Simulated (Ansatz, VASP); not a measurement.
## Al6H: VASP beside Ansatz

```
Al H
1.0
     5.71430    0.00000    0.00000
    -2.85715    4.94873    0.00000
     0.00000    0.00000   22.60164
Al H
12 2
Direct
  0.33333 0.16667 0.17698
  0.33333 0.66667 0.17698
  0.83333 0.16667 0.17698
  0.83333 0.66667 0.17698
  0.16667 0.33333 0.27878
  0.16667 0.83333 0.27878
  0.66667 0.33333 0.27878
  0.66667 0.83333 0.27878
  0.00000 0.00000 0.38058
  0.00000 0.50000 0.38058
  0.50000 0.00000 0.38058
  0.50000 0.50000 0.38058
  0.21716 0.43433 0.49561
  0.28284 0.56567 0.49561
```

Alike in both runs: task single point; functional PBE; k mesh 6 × 6 × 1; occupations gaussian, width 0.1 eV; no spin polarisation.

|  | VASP | Ansatz |
| --- | --- | --- |
| version | VASP 6.6.1 | Ansatz 0.2.0 |
| potentials or method | VASP PAW PBE potentials, release 64 (Al, H), cutoff 520 eV | scalar-relativistic, plane waves, PAW |
| valence electrons in the cell | 38 | 38 |

Ansatz gave:

- gap on the k mesh at the Fermi level (eV): none
- rms of the force components (eV/Å): 1.075

Problem. Which values does VASP return?

Solution. gap on the k mesh at the Fermi level (eV): none; rms of the force components (eV/Å): 1.083.

Atom by atom the forces differ by 0.008 eV/Å (rms over components). A gap of «none» marks a metal or a gap that the smearing closes.
